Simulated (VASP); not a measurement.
# Si (P2/m) in VASP: notebook, part 2 of 2

VASP 6.6.1. The steps go on from the part before.

### Step 3. Single point, r2SCAN

POSCAR

```
Si
1.0
    1.3145004514     -2.2767815684      0.0000000000
    0.0000000000      0.0000000000     -2.4937990725
    8.2813528438      3.8705286663      0.0000000000
Si
4
Direct
   -0.2625000000      0.0000000000      0.8750000000
    0.4625000000      0.0000000000      0.1250000000
   -0.1125000000      0.0000000000      0.3750000000
    0.3125000000      0.0000000000      0.6250000000
```

INCAR.step1

```
PREC = Accurate
ENCUT = 520
ISMEAR = 0
SIGMA = 0.15
LREAL = False
LASPH = True
NELM = 60
NBANDS = 16
GGA = PE
ALGO = Normal
EDIFF = 1E-4
LWAVE = True
LCHARG = False
```

INCAR.step2

```
PREC = Accurate
ENCUT = 520
EDIFF = 1E-7
ISMEAR = 0
SIGMA = 0.15
LREAL = False
LASPH = True
NELM = 60
ALGO = Normal
ISIF = 2
LWAVE = False
LCHARG = False
METAGGA = R2SCAN
LMIXTAU = True
NBANDS = 16
ISTART = 1
```

KPOINTS

```
regular mesh
0
Gamma
  22 23 7
```

Potentials or basis: VASP PAW PBE potentials, release 64 (Si).

Run with:

```bash
$ cat potpaw_PBE.64/Si/POTCAR > POTCAR
$ cp INCAR.step1 INCAR
$ mpirun -np 1 vasp_std > vasp.out
$ cp INCAR.step2 INCAR
$ mpirun -np 1 vasp_std > vasp.out
```

OUTCAR:

```text
PREC = Accurate
   ENCUT = 520
   EDIFF = 1E-7
   ISMEAR = 0
   LREAL = False
   LASPH = True
   NELM = 60
   ISIF = 2
   METAGGA = R2SCAN
   ISTART = 1

 ion  position               nearest neighbor table
   1  0.737  0.000  0.875-   2 2.34   4 2.63   4 2.63   2 3.10
   2  0.462  0.000  0.125-   1 2.34   3 2.63   3 2.63   1 3.10
   3  0.888  0.000  0.375-   4 2.63   2 2.63   2 2.63   4 2.63
   4  0.312  0.000  0.625-   1 2.63   3 2.63   3 2.63   1 2.63

  LATTYP: Found a simple monoclinic cell.
 ALAT       =     2.6290009028
[... 650 lines left out ...]
     15      20.4820      0.00000
     16      21.4061      0.00000

 [... further k-points ...]
[... 5 lines left out ...]
  --------------------------------------------------------------------------------------
  -------------------------------------------------------------------------------------
  Total        1.4568427      1.5038209     -0.5837123      1.1700059      0.0000000      0.0000000
  in kB       39.0921621     40.3527514    -15.6630334     31.3953310      0.0000000      0.0000000
  external PRESSURE =      21.2606267 kB  Pullay stress =       0.0000000 kB

 VOLUME and BASIS-vectors are now :
 -----------------------------------------------------------------------------
  energy-cutoff  :      520.00
  volume of cell :       59.71
      direct lattice vectors                 reciprocal lattice vectors
     1.314500451 -2.276781568  0.000000000     0.161658370 -0.345882983  0.000000000
     0.000000000  0.000000000 -2.493799072     0.000000000  0.000000000 -0.400994615
     8.281352844  3.870528666  0.000000000     0.095093159  0.054902061  0.000000000

 POSITION                                       TOTAL-FORCE (eV/Angst)
 -----------------------------------------------------------------------------------
      8.21563      1.70759      0.00000        -0.699264     -0.611285      0.000000
      1.64313     -0.56920      0.00000         0.699264      0.611285      0.000000
      4.27213     -0.56920      0.00000        -0.003817      0.070130      0.000000
      5.58663      1.70759      0.00000         0.003817     -0.070130      0.000000
 -----------------------------------------------------------------------------------
    total drift:                                0.000000     -0.000000     -0.000000

  FREE ENERGIE OF THE ION-ELECTRON SYSTEM (eV)
  ---------------------------------------------------
  free  energy   TOTEN  =       -33.1926845788 eV

  energy  without entropy=      -33.1759604777  energy(sigma->0) =      -33.18432253
```

OUTCAR.step1:

```text
PREC = Accurate
   ENCUT = 520
   ISMEAR = 0
   LREAL = False
   LASPH = True
[... 688 lines left out ...]
      8.21563      1.70759      0.00000        -0.672699     -0.628947      0.000000
      1.64313     -0.56920      0.00000         0.672699      0.628947      0.000000
      4.27213     -0.56920      0.00000        -0.004130      0.057711      0.000000
      5.58663      1.70759      0.00000         0.004130     -0.057711      0.000000
 -----------------------------------------------------------------------------------
    total drift:                                0.000000     -0.000000     -0.000000

  FREE ENERGIE OF THE ION-ELECTRON SYSTEM (eV)
  ---------------------------------------------------
  free  energy   TOTEN  =       -20.3373216842 eV

  energy  without entropy=      -20.3193998692  energy(sigma->0) =      -20.32836078
```

Wall time 42 min (1 thread of Oxide Virtual Turin-like, shared host); peak memory 0.64 GiB.

Results:

| Property | Result |
| --- | --- |
| Free energy | -33.1927 eV |
| Pressure | 2.1 GPa |
| Largest force | 0.929 eV/Å |
| Band gap on the k mesh | zero (bands 8 and 9 overlap by 8.36 eV) |

Forces in eV/Å, atoms in the order of the input:
```
Si  -0.699 -0.611  0.000
Si   0.699  0.611  0.000
Si  -0.004  0.070  0.000
Si   0.004 -0.070  0.000
```

Stress tensor (GPa, compression positive):
```
 3.91  3.14  0.00
 3.14  4.04  0.00
 0.00  0.00 -1.57
```

Caveat: the PAW data sets were made with another functional, which shifts forces and pressure a little.
